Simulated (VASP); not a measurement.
Set up this calculation in VASP 6.6.1, as the native input.

```yaml
Task: single point
Functional: PBE
Dispersion: D3(BJ)
Potentials_or_basis: VASP PAW PBE potentials, release 64 (S, Pt)
Cutoff: 520 eV
k_mesh: 9 × 9 × 1
Occupations: gaussian, width 0.05 eV
Spin: no spin polarisation
Dipole_correction: yes
Further_INCAR_settings: ALGO = Normal; EDIFF = 1e-07; NBANDS = 31
```

The structure of PtS2 lies in POSCAR:

```
PtS2
1.0
    3.5415278079      0.0000000000      0.0000000000
   -1.7707639039      3.0670530498      0.0000000000
    0.0000000000      0.0000000000     22.4670615492
S Pt
4 2
Direct
    0.6666666667      0.3333333333      0.2002932155
    0.3333333333      0.6666666667      0.3108341854
    0.6666666667      1.3333333333      0.4683981816
    1.0000000000      1.0000000000      0.5789391515
    0.0000000000      0.0000000000      0.2555637004
    1.3333333333      1.6666666667      0.5236686665
```

These files were run (other wordings do the same):

INCAR

```
SYSTEM = PtS2
ALGO = Normal
DIPOL = 0.5 0.5 0.390
EDIFF = 1E-7
ENCUT = 520
GGA = PE
IDIPOL = 3
ISIF = 2
ISMEAR = 0
IVDW = 12
LASPH = .True.
LCHARG = .False.
LDIPOL = .True.
LREAL = .False.
LWAVE = .False.
NBANDS = 31
NELM = 80
PREC = Accurate
SIGMA = 0.05
```

KPOINTS

```
k-points
0
Gamma
  9 9 1
  0 0 0
```

Potentials or basis: VASP PAW PBE potentials, release 64 (S, Pt).

Command:

```sh
$ cat potpaw_PBE.64/S/POTCAR potpaw_PBE.64/Pt/POTCAR > POTCAR
$ mpirun -np 1 vasp_std > vasp.out
```

It gave:

* Largest force: 0.074 eV/Å
* Band gap on the k mesh: 1.53 eV, indirect (least direct gap 1.64 eV)
* Dispersion energy per atom: -0.313 eV

Caveat: spin-orbit coupling is left out, which moves the levels of the heavy elements.

It took 83 s on 1 thread of AMD EPYC 9R45 96-Core Processor (Zen 5) (shared host), peak memory 0.35 GiB.
